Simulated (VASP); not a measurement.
# TiTe (P6_3/mmc) in VASP: a series of runs

The runs below take TiTe through single point, with PBEsol.

All numbers are computed with VASP 6.6.1; they aren't measurements. Logs are shortened: lines on timing, memory, paths and dates and some standing lists are left out, and cuts for length are marked.

## (1) The cell of the first run

The structure is hexagonal, space group P6_3/mmc (No. 194). The conventional cell has a = 3.612 Å, b = 3.612 Å, c = 7.220 Å, α = 90.00°, β = 90.00°, γ = 120.00°. Ti (site symmetry -3m) has 6 Te at 2.76 Å within 3.6 Å. Within 3.6 Å of Te (site symmetry -6m2) lie 6 Ti at 2.76 Å.

## (2) Single point, PBEsol

INCAR

```
SYSTEM = TiTe
PREC     = Accurate       ! precision mode
ENCUT    = 520            ! plane-wave cutoff, eV
EDIFF    = 1E-7           ! SCF threshold, eV
ISMEAR   = -1             ! smearing method
SIGMA    = 0.05           ! smearing width, eV
LREAL    = .FALSE.        ! projectors in reciprocal space
LASPH    = .TRUE.         ! aspherical terms in the spheres
NELM     = 100            ! most SCF steps
ALGO     = Normal         ! electronic algorithm
ISIF     = 2              ! what is computed and relaxed
LWAVE    = .FALSE.        ! write WAVECAR
LCHARG   = .FALSE.        ! write CHGCAR
GGA      = PS             ! functional
NBANDS   = 26             ! bands
```

KPOINTS

```
regular mesh
0
G
  11 11 6
  0 0 0
```

POSCAR

```
TiTe
1.0
    3.6115020722      0.0000000000      0.0000000000
   -1.8057510361      3.1276525403      0.0000000000
    0.0000000000      0.0000000000      7.2195243390
Ti Te
2 2
Direct
    0.0000000000      0.0000000000      0.0000000000
    0.0000000000      0.0000000000      0.5000000000
    0.3333333333      0.6666666667      0.2500000000
    0.6666666667      0.3333333333      0.7500000000
```

Potentials or basis: VASP PAW PBE potentials, release 64 (Ti_sv, Te).

Launch:

```console
cat potpaw_PBE.64/Ti_sv/POTCAR potpaw_PBE.64/Te/POTCAR > POTCAR
mpirun -np 1 vasp_std > vasp.out
```

OUTCAR:

```text
SYSTEM = TiTe
   PREC = Accurate
   ENCUT = 520
   EDIFF = 1E-7
   ISMEAR = -1
   LREAL = .FALSE.
   LASPH = .TRUE.
   NELM = 100
   ISIF = 2
   GGA = PS

 ion  position               nearest neighbor table
   1  0.000  0.000  0.000-   3 2.76   4 2.76   3 2.76   4 2.76   4 2.76   3 2.76
   2  0.000  0.000  0.500-   3 2.76   4 2.76   3 2.76   4 2.76   4 2.76   3 2.76
   3  0.333  0.667  0.250-   1 2.76   2 2.76   1 2.76   2 2.76   1 2.76   2 2.76
   4  0.667  0.333  0.750-   1 2.76   2 2.76   1 2.76   2 2.76   1 2.76   2 2.76

  LATTYP: Found a hexagonal cell.
 ALAT       =     3.6115020722
 C/A-ratio  =     1.9990364659

  Lattice vectors:

 A1 = (   3.6115020722,   0.0000000000,   0.0000000000)
 A2 = (  -1.8057510361,   3.1276525403,   0.0000000000)
 A3 = (   0.0000000000,   0.0000000000,   7.2195243390)

Analysis of symmetry for initial positions (statically):
=====================================================================
 Subroutine PRICEL returns:
 Original cell was already a primitive cell.

 Routine SETGRP: Setting up the symmetry group for a
 hexagonal supercell.

 Subroutine GETGRP returns: Found 24 space group operations
 (whereof 12 operations were pure point group operations)
 out of a pool of 24 trial point group operations.

The static configuration has the point symmetry D_3d.
 The point group associated with its full space group is D_6h.

Analysis of symmetry for dynamics (positions and initial velocities):
=====================================================================
 Subroutine PRICEL returns:
 Original cell was already a primitive cell.

 Routine SETGRP: Setting up the symmetry group for a
 hexagonal supercell.

 Subroutine GETGRP returns: Found 24 space group operations
 (whereof 12 operations were pure point group operations)
 out of a pool of 24 trial point group operations.

The dynamic configuration has the point symmetry D_3d.
 The point group associated with its full space group is D_6h.

 Subroutine INISYM returns: Found 24 space group operations
 (whereof 12 operations are pure point group operations),
 and found     1 'primitive' translations

----------------------------------------------------------------------------------------

                                     Primitive cell

  volume of cell :      81.5483

  direct lattice vectors                    reciprocal lattice vectors
     3.611502072  0.000000000  0.000000000     0.276893099  0.159864305  0.000000000
    -1.805751036  3.127652540  0.000000000     0.000000000  0.319728610  0.000000000
     0.000000000  0.000000000  7.219524339     0.000000000  0.000000000  0.138513281

  length of vectors
     3.611502072  3.611502072  7.219524339     0.319728610  0.319728610  0.138513281

  position of ions in fractional coordinates (direct lattice)
     0.000000000  0.000000000  0.000000000
     0.000000000  0.000000000  0.500000000
     0.333333333  0.666666667  0.250000000
     0.666666667  0.333333333  0.750000000

  ion indices of the primitive-cell ions
   primitive index   ion index
                 1           1
                 2           2
                 3           3
                 4           4

----------------------------------------------------------------------------------------

 KPOINTS: regular mesh

Automatic generation of k-mesh.
 Grid dimensions read from file:
 generate k-points for:   11   11    6

 Generating k-lattice:

  Cartesian coordinates                     Fractional coordinates (reciprocal lattice)
     0.025172100  0.014533119  0.000000000     0.090909091 -0.000000000  0.000000000
     0.000000000  0.029066237  0.000000000     0.000000000  0.090909091  0.000000000
     0.000000000  0.000000000  0.023085547     0.000000000  0.000000000  0.166666667

  Length of vectors
     0.029066237  0.029066237  0.023085547

  Shift w.r.t. Gamma in fractional coordinates (k-lattice)
     0.000000000  0.000000000  0.000000000

 Subroutine IBZKPT returns following result:
 ===========================================

 Found     64 irreducible k-points:

 Following reciprocal coordinates:
            Coordinates               Weight
  0.000000  0.000000  0.000000      1.000000
  0.090909  0.000000  0.000000      6.000000
  0.181818  0.000000  0.000000      6.000000
  0.272727  0.000000  0.000000      6.000000
  0.363636  0.000000  0.000000      6.000000
  0.454545  0.000000  0.000000      6.000000
[... 16 lines left out ...]
  0.090909  0.090909  0.166667     12.000000
  0.181818  0.090909  0.166667     24.000000
 [... further k-points ...]
   k-points           NKPTS =     64   k-points in BZ     NKDIM =     64   number of bands    NBANDS=     26
   number of dos      NEDOS =    301   number of ions     NIONS =      4
   total plane-waves  NPLWV =  42336
   dimension x,y,z NGX =    28 NGY =   28 NGZ =   54
   dimension x,y,z NGXF=    56 NGYF=   56 NGZF=  108
   ions per type =               2   2
   NGX,Y,Z   is equivalent  to a cutoff of  12.89, 12.89, 12.43 a.u.
   NGXF,Y,Z  is equivalent  to a cutoff of  25.78, 25.78, 24.87 a.u.
 SYSTEM =  TiTe
   PREC   = accura    normal or accurate (medium, high low for compatibility)
   ISTART =      0    job   : 0-new  1-cont  2-samecut
   ICHARG =      2    charge: 1-file 2-atom 10-const
   ISPIN  =      1    spin polarized calculation?
   LNONCOLLINEAR =      F non collinear calculations
   LSORBIT =      F    spin-orbit coupling
   LASPH  =      T    aspherical Exc in radial PAW
   ENCUT  =  520.0 eV  38.22 Ry    6.18 a.u.   6.72  6.72 13.42*2*pi/ulx,y,z
   NELM   =    100;   NELMIN=  2; NELMDL= -5     # of ELM steps
   EDIFF  = 0.1E-06   stopping-criterion for ELM
   LREAL  =      F    real-space projection
   EDIFFG = 0.1E-05   stopping-criterion for IOM
   NSW    =      0    number of steps for IOM
   IBRION =     -1    ionic relax: 0-MD 1-quasi-New 2-CG
   NFREE  =      0    steps in history (QN), initial steepest desc. (CG)
   ISIF   =      2    stress and relaxation
   ISYM   =      2    0-nonsym 1-usesym 2-fastsym
   POTIM  = 0.5000    time-step for ionic-motion
   TEBEG  =    0.0;   TEEND  =   0.0 temperature during run
   PSTRESS=    0.0 pullay stress
   NELECT =      36.0000    total number of electrons
   NUPDOWN=      -1.0000    fix difference up-down
   EMIN   =  10.00;   EMAX   =-10.00  energy-range for DOS
   EFERMI =   0.00;   METHOD = LEGACY
   ISMEAR =    -1;   SIGMA  =   0.05  broadening in eV -4-tet -1-fermi 0-gaus
   EFERMI_NEDOS =   21; number of points for ismear=-14 and -15
   IALGO  =     38    algorithm
   IMIX   =      4    mixing-type and parameters
     AMIX     =   0.40;   BMIX     =  1.00
     AMIX_MAG =   1.60;   BMIX_MAG =  1.00
  volume/ion in A,a.u.               =      20.39       137.58
  Fermi-wavevector in a.u.,A,eV,Ry     =   1.246534  2.355607 21.141361  1.553846
  Thomas-Fermi vector in A             =   2.380707
   LORBIT       =      0    0 simple, 1 ext, 2 COOP (PROOUT), +10 PAW based schemes
   GGA     = PS    functional components
   LHFCALC =     F    Hartree Fock is set to
   AEXX    =    0.0000 exact exchange contribution
   IVDW    =     0    specifies the selected vdW correction
   LEPSILON=     F    determine dielectric tensor
   LRPA    =     F    only Hartree local field effects (RPA)
 non-spin polarized calculation
  energy-cutoff  :      520.00
  volume of cell :       81.55
 maximum number of plane-waves:      2234
 NGX is ok and might be reduce to    28
   NGX = 13   NGY = 13   NGZ = 27

 number of electron      35.9999999 magnetization

 Free energy of the ion-electron system (eV)
  ---------------------------------------------------
  ext. energy  EPLUGINS =         0.00000000
  ---------------------------------------------------
  free energy    TOTEN  =       -26.49838999 eV

  energy without entropy =      -26.47692424  energy(sigma->0) =      -26.48765712

 E-fermi :   9.9660     XC(G=0): -11.2181

 val. band max:        9.9589683158   @ k =   0.0909   0.0909   0.0000
 cond. band min:       9.9692940479   @ k =   0.0000   0.0000   0.0000
 fundamental gap:      0.0103257321
 Fermi energy:         9.9659962007

 k-point     1 :       0.0000    0.0000    0.0000
  band No.  band energies     occupation
      1     -47.0748      2.00000
      2     -47.0715      2.00000
      3     -23.5525      2.00000
      4     -23.4902      2.00000
      5     -23.4378      2.00000
      6     -23.4378      2.00000
[... 18 lines left out ...]
     25      14.0197      0.00000
     26      14.0230      0.00000

 k-point     2 :       0.0909    0.0000    0.0000
  band No.  band energies     occupation
      1     -47.0744      2.00000
      2     -47.0710      2.00000
      3     -23.5509      2.00000
      4     -23.4892      2.00000
      5     -23.4438      2.00000
      6     -23.4392      2.00000
[... 18 lines left out ...]
     25      13.2979      0.00000
     26      13.7995      0.00000

 k-point     3 :       0.1818    0.0000    0.0000
  band No.  band energies     occupation
      1     -47.0731      2.00000
      2     -47.0698      2.00000
      3     -23.5464      2.00000
      4     -23.4865      2.00000
      5     -23.4597      2.00000
      6     -23.4526      2.00000
[... 18 lines left out ...]
     25      12.5714      0.00000
     26      13.5789      0.00000

 k-point     4 :       0.2727    0.0000    0.0000
  band No.  band energies     occupation
      1     -47.0714      2.00000
      2     -47.0682      2.00000
      3     -23.5407      2.00000
      4     -23.4831      2.00000
      5     -23.4805      2.00000
      6     -23.4716      2.00000
[... 18 lines left out ...]
     25      12.1710      0.00000
     26      13.6725      0.00000
[... 496 lines left out ...]
      1     -47.0688      2.00000
      2     -47.0660      2.00000
      3     -23.5288      2.00000
      4     -23.5098      2.00000
      5     -23.5007      2.00000
      6     -23.4810      2.00000
[... 18 lines left out ...]
     25      12.5886      0.00000
     26      13.5354      0.00000

 k-point    23 :       0.0909    0.0909    0.1667
  band No.  band energies     occupation
      1     -47.0733      2.00000
      2     -47.0704      2.00000
      3     -23.5438      2.00000
      4     -23.4915      2.00000
      5     -23.4539      2.00000
      6     -23.4481      2.00000
[... 18 lines left out ...]
     25      12.8662      0.00000
     26      13.1938      0.00000

 k-point    24 :       0.1818    0.0909    0.1667
  band No.  band energies     occupation
      1     -47.0718      2.00000
      2     -47.0690      2.00000
      3     -23.5389      2.00000
      4     -23.4882      2.00000
      5     -23.4712      2.00000
      6     -23.4643      2.00000
[... 18 lines left out ...]
     25      12.4956      0.00000
     26      13.0304      0.00000

 [... further k-points ...]
[... 5 lines left out ...]
  --------------------------------------------------------------------------------------
  -------------------------------------------------------------------------------------
  Total        0.0503146      0.0503146      0.0736405      0.0000000     -0.0000000      0.0000000
  in kB        0.9885290      0.9885290      1.4468122      0.0000000     -0.0000000      0.0000000
  external PRESSURE =       1.1412900 kB  Pullay stress =       0.0000000 kB

 VOLUME and BASIS-vectors are now :
 -----------------------------------------------------------------------------
  energy-cutoff  :      520.00
  volume of cell :       81.55
      direct lattice vectors                 reciprocal lattice vectors
     3.611502072  0.000000000  0.000000000     0.276893099  0.159864305  0.000000000
    -1.805751036  3.127652540  0.000000000     0.000000000  0.319728610  0.000000000
     0.000000000  0.000000000  7.219524339     0.000000000  0.000000000  0.138513281

 POSITION                                       TOTAL-FORCE (eV/Angst)
 -----------------------------------------------------------------------------------
      0.00000      0.00000      0.00000        -0.000000      0.000000     -0.000000
      0.00000      0.00000      3.60976        -0.000000      0.000000     -0.000000
     -0.00000      2.08510      1.80488        -0.000000      0.000000     -0.000000
      1.80575      1.04255      5.41464         0.000000     -0.000000      0.000000
 -----------------------------------------------------------------------------------
    total drift:                               -0.000000      0.000000      0.000000

  FREE ENERGIE OF THE ION-ELECTRON SYSTEM (eV)
  ---------------------------------------------------
  free  energy   TOTEN  =       -26.4983899930 eV

  energy  without entropy=      -26.4769242411  energy(sigma->0) =      -26.48765712
```

Run time: 4.6 min. Hardware: 1 thread of AMD EPYC 7R13, shared host; peak memory 0.24 GiB.

What came out:

| Item | Value |
| --- | --- |
| Free energy | -26.4984 eV |
| Pressure | 0.1 GPa |
| Band gap on the k mesh | zero (band 18 reaches 10.11 eV, above the bottom of band 19 at 9.90 eV) |

Caveat: the PAW data sets were made with another functional, which shifts forces and pressure a little; spin-orbit coupling is left out, which moves the levels of the heavy elements.

## (3) Single point, PBEsol

INCAR

```
PREC = Accurate ; ENCUT = 520
EDIFF = 1E-7 ; ISMEAR = -1
SIGMA = 0.05 ; LREAL = False
LASPH = True ; NELM = 100
ALGO = Normal ; ISIF = 2
LWAVE = False ; LCHARG = False
GGA = PS ; NBANDS = 26
```

KPOINTS

```
regular mesh
0
Gamma
  11 11 6
```

POSCAR is that of step 2.

Potentials or basis: VASP PAW PBE potentials, release 64 (Ti_sv, Te).

Launch:

```console
cat potpaw_PBE.64/Ti_sv/POTCAR potpaw_PBE.64/Te/POTCAR > POTCAR
mpirun -np 1 vasp_std > vasp.out
```

OUTCAR:

```text
PREC = Accurate
   ENCUT = 520
   EDIFF = 1E-7
   ISMEAR = -1
   LREAL = False
   LASPH = True
   NELM = 100
   ISIF = 2
   GGA = PS

 ion  position               nearest neighbor table
   1  0.000  0.000  0.000-   3 2.76   4 2.76   3 2.76   4 2.76   4 2.76   3 2.76
   2  0.000  0.000  0.500-   3 2.76   4 2.76   3 2.76   4 2.76   4 2.76   3 2.76
   3  0.333  0.667  0.250-   1 2.76   2 2.76   1 2.76   2 2.76   1 2.76   2 2.76
   4  0.667  0.333  0.750-   1 2.76   2 2.76   1 2.76   2 2.76   1 2.76   2 2.76

  LATTYP: Found a hexagonal cell.
 ALAT       =     3.6115020722
 C/A-ratio  =     1.9990364659

  Lattice vectors:

 A1 = (   3.6115020722,   0.0000000000,   0.0000000000)
 A2 = (  -1.8057510361,   3.1276525403,   0.0000000000)
 A3 = (   0.0000000000,   0.0000000000,   7.2195243390)

Analysis of symmetry for initial positions (statically):
=====================================================================
 Subroutine PRICEL returns:
 Original cell was already a primitive cell.

 Routine SETGRP: Setting up the symmetry group for a
 hexagonal supercell.

 Subroutine GETGRP returns: Found 24 space group operations
[... 170 lines left out ...]

 E-fermi :   9.9660     XC(G=0): -11.2181

 val. band max:        9.9589683158   @ k =   0.0909   0.0909   0.0000
 cond. band min:       9.9692940479   @ k =   0.0000   0.0000   0.0000
 fundamental gap:      0.0103257321
 Fermi energy:         9.9659962007

 k-point     1 :       0.0000    0.0000    0.0000
  band No.  band energies     occupation
      1     -47.0748      2.00000
      2     -47.0715      2.00000
      3     -23.5525      2.00000
      4     -23.4902      2.00000
      5     -23.4378      2.00000
      6     -23.4378      2.00000
[... 685 lines left out ...]
     25      12.4956      0.00000
     26      13.0304      0.00000

 [... further k-points ...]

------------------------ aborting loop because EDIFF is reached ----------------------------------------

  FORCE on cell =-STRESS in cart. coord.  units (eV):
  Direction    XX          YY          ZZ          XY          YZ          ZX
  --------------------------------------------------------------------------------------
  -------------------------------------------------------------------------------------
  Total        0.0503146      0.0503146      0.0736405      0.0000000     -0.0000000      0.0000000
  in kB        0.9885290      0.9885290      1.4468122      0.0000000     -0.0000000      0.0000000
  external PRESSURE =       1.1412900 kB  Pullay stress =       0.0000000 kB

 VOLUME and BASIS-vectors are now :
 -----------------------------------------------------------------------------
  energy-cutoff  :      520.00
  volume of cell :       81.55
      direct lattice vectors                 reciprocal lattice vectors
     3.611502072  0.000000000  0.000000000     0.276893099  0.159864305  0.000000000
    -1.805751036  3.127652540  0.000000000     0.000000000  0.319728610  0.000000000
     0.000000000  0.000000000  7.219524339     0.000000000  0.000000000  0.138513281

 POSITION                                       TOTAL-FORCE (eV/Angst)
 -----------------------------------------------------------------------------------
      0.00000      0.00000      0.00000        -0.000000      0.000000     -0.000000
      0.00000      0.00000      3.60976        -0.000000      0.000000     -0.000000
     -0.00000      2.08510      1.80488        -0.000000      0.000000     -0.000000
      1.80575      1.04255      5.41464         0.000000     -0.000000      0.000000
 -----------------------------------------------------------------------------------
    total drift:                               -0.000000      0.000000      0.000000

  FREE ENERGIE OF THE ION-ELECTRON SYSTEM (eV)
  ---------------------------------------------------
  free  energy   TOTEN  =       -26.4983899930 eV

  energy  without entropy=      -26.4769242411  energy(sigma->0) =      -26.48765712
```

OSZICAR:

```text
N       E                     dE             d eps       ncg     rms          rms(c)
DAV:   1     0.369581726937E+03    0.36958E+03   -0.16889E+04  3328   0.144E+03
DAV:   2     0.114833702288E+02   -0.35810E+03   -0.34976E+03  3368   0.418E+02
DAV:   3    -0.262478380252E+02   -0.37731E+02   -0.36991E+02  5416   0.122E+02
DAV:   4    -0.290886298333E+02   -0.28408E+01   -0.28236E+01  4906   0.281E+01
DAV:   5    -0.292079334201E+02   -0.11930E+00   -0.11924E+00  4790   0.469E+00    0.149E+01
DAV:   6    -0.267666155048E+02    0.24413E+01   -0.19444E+01  4326   0.343E+01    0.573E+00
DAV:   7    -0.265355908547E+02    0.23102E+00   -0.25590E+00  3956   0.134E+01    0.376E+00
DAV:   8    -0.264982374675E+02    0.37353E-01   -0.21977E-01  3926   0.339E+00    0.533E-01
DAV:   9    -0.264980769727E+02    0.16049E-03   -0.16311E-02  5084   0.952E-01    0.366E-01
DAV:  10    -0.264987097836E+02   -0.63281E-03   -0.49467E-03  4388   0.671E-01    0.180E-01
DAV:  11    -0.264983959544E+02    0.31383E-03   -0.21605E-03  4130   0.416E-01    0.486E-02
DAV:  12    -0.264983917636E+02    0.41907E-05   -0.69740E-05  4540   0.579E-02    0.185E-02
DAV:  13    -0.264983898401E+02    0.19235E-05   -0.15889E-05  4218   0.300E-02    0.430E-03
DAV:  14    -0.264983899409E+02   -0.10085E-06   -0.13756E-06  4120   0.105E-02    0.169E-03
DAV:  15    -0.264983899930E+02   -0.52033E-07   -0.35036E-08  2478   0.172E-03
   1 F= -.26498390E+02 E0= -.26487657E+02  d E =-.214658E-01
```

Wall time 4.7 min (1 thread of AMD EPYC 7R13, shared host); peak memory 0.24 GiB.

What came out:

```
Free energy            : -26.4984 eV
Pressure               : 0.1 GPa
Band gap on the k mesh : zero (band 18 reaches 10.11 eV, above the bottom of band 19 at 9.90 eV)
```

Caveat: the PAW data sets were made with another functional, which shifts forces and pressure a little; spin-orbit coupling is left out, which moves the levels of the heavy elements.
